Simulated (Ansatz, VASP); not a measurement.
Two plane-wave programs on Bi

The input INCAR:

```
PREC = Accurate ; ENCUT = 520
EDIFF = 1E-6 ; ISMEAR = 0
SIGMA = 0.1 ; LREAL = False
LASPH = True ; NELM = 100
ALGO = Fast ; ISIF = 2
LWAVE = False ; LCHARG = False
GGA = PS ; NBANDS = 38
```

The input KPOINTS:

```
Automatic mesh
0
Gamma
  6 6 2
```

POSCAR

```
Bi
1.0
    3.4319261452     -2.2682406431      0.0000000000
    3.4319261452      2.2682406431      0.0000000000
    0.0000000000      0.0000000000      9.2527188696
Bi
4
Direct
    0.8500000000      0.1500000000      0.1170000000
    0.6500000000      0.3500000000      0.6170000000
    0.1500000000      0.8500000000      0.8830000000
    0.3500000000      0.6500000000      0.3830000000
```

Input for Ansatz:

```yaml
crystal:
  lattice:
    - [3.4319261452, -2.2682406431, 0.0]
    - [3.4319261452, 2.2682406431, 0.0]
    - [0.0, 0.0, 9.2527188696]
  atoms:
    - { symbol: Bi, position: [0.85, 0.15, 0.117] }
    - { symbol: Bi, position: [0.65, 0.35, 0.617] }
    - { symbol: Bi, position: [0.15, 0.85, 0.883] }
    - { symbol: Bi, position: [0.35, 0.65, 0.383] }
basis:
  ecutwfc: 420
kpoints:
  mp_grid: { grid: [6, 6, 2] }
hamiltonian:
  xc: pbesol
scf:
  occupations: { method: gaussian, width: 0.1 }
  lower_state_search: "off"
output:
  forces: true
  stress: true
  eigenvalues: true
```

Alike in both runs: task single point; functional PBEsol; k mesh 6 × 6 × 2; occupations gaussian, width 0.1 eV; no spin polarisation.

|  | VASP | Ansatz |
| --- | --- | --- |
| version | VASP 6.6.1 | Ansatz 0.2.0 |
| potentials or method | VASP PAW PBE potentials, release 64 (Bi_d), cutoff 520 eV | scalar-relativistic, plane waves, PAW |
| valence electrons in the cell | 60 | 60 |

|  | VASP | Ansatz | Ansatz less VASP |
| --- | --- | --- | --- |
| gap on the k mesh at the Fermi level (eV) | none | none | - |
| pressure (GPa) | 4.8 | 4.9 | +0.10 |
| traceless stress, the component that is largest in VASP (GPa) | 9.74 | 9.74 | -0.001 |
| rms of the force components (eV/Å) | 2.356 | 2.357 | +0.0005 |

VASP's potentials were made for PBE, not for PBEsol. Atom by atom the forces differ by 0.001 eV/Å (rms over components). A gap of «none» marks a metal or a gap that the smearing closes. The functional is the same, so the differences come from potentials, cutoffs and numerics.

Neither program's run includes spin-orbit coupling.
